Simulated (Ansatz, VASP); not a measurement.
**Bi2Se3 in VASP and in Ansatz**

```
CELL_PARAMETERS angstrom
2.02921 1.17157 9.35047
-2.02921 1.17157 9.35047
0.00000 -2.34313 9.35047
ATOMIC_POSITIONS crystal
Bi 0.40080 0.40080 0.40080
Bi 0.59920 0.59920 0.59920
Se 0.00000 0.00000 0.00000
Se 0.21170 0.21170 0.21170
Se 0.78830 0.78830 0.78830
```

Change from the starting cell: volume scaled by 0.94.

Alike in both runs: task single point; functional PBE; k mesh 6 × 6 × 6; occupations fermi-dirac, width 0.03 eV; no spin polarisation.

|  | VASP | Ansatz |
| --- | --- | --- |
| version | VASP 6.6.1 | Ansatz 0.2.0 |
| potentials or method | VASP PAW PBE potentials, release 64 (Bi_d, Se), cutoff 520 eV | all-electron LAPW, scalar-relativistic |

```csv
,VASP,Ansatz,Ansatz less VASP
pressure (GPa),7.3,7.3,-0.03
rms of the force components (eV/Å),0.300,0.293,-0.0071
```

Atom by atom the forces differ by 0.007 eV/Å (rms over components). Ansatz ran all-electron here, and VASP with PAW potentials.

Spin-orbit coupling is off throughout.
